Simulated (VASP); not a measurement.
**PbF2: electric field gradients with r2SCAN**

PbF2:

```
CELL_PARAMETERS angstrom
0.00000 2.95795 2.95795
2.95795 0.00000 2.95795
2.95795 2.95795 0.00000
ATOMIC_POSITIONS crystal
Pb 0.00000 0.00000 0.00000
F 0.75000 0.75000 0.75000
F 0.25000 0.25000 0.25000
```

```
Program                : VASP 6.6.1
Task                   : electric field gradients
Functional             : r2SCAN
Potentials or basis    : VASP PAW PBE potentials, release 64 (Pb_d, F)
Cutoff                 : 520 eV
k mesh                 : 7 × 7 × 7
Occupations            : fermi-dirac, width 0.02 eV
Spin                   : no spin polarisation
Dipole correction      : no
Further INCAR settings : ALGO = Normal; EDIFF = 1e-08; NBANDS = 21
```

```json
{"Pressure": "0.1 GPa", "Band gap on the k mesh": "4.95 eV, indirect (least direct gap 5.17 eV)"}
```

Levels at points of the mesh, in eV from the valence-band top:
```csv
k point,band 10,band 11,band 12,band 13,band 14,band 15,band 16,band 17,band 18,band 19
"(0.00, 0.00, 0.00)",-2.68,-2.68,-2.17,-2.17,-2.17,7.32,7.32,7.32,10.71,15.94
```

Run time: 53 s on 1 thread of Intel(R) Xeon(R) Platinum 8488C (Sapphire Rapids), on a shared host, peak memory 0.19 GiB.

Caveat: without QUAD_EFG the Cq values of the log hold for a quadrupole moment of 1 mb, not for the nuclei; the PAW data sets were made with another functional, which shifts forces and pressure a little; spin-orbit coupling is left out, which moves the levels of the heavy elements. A k mesh can miss the band edges.
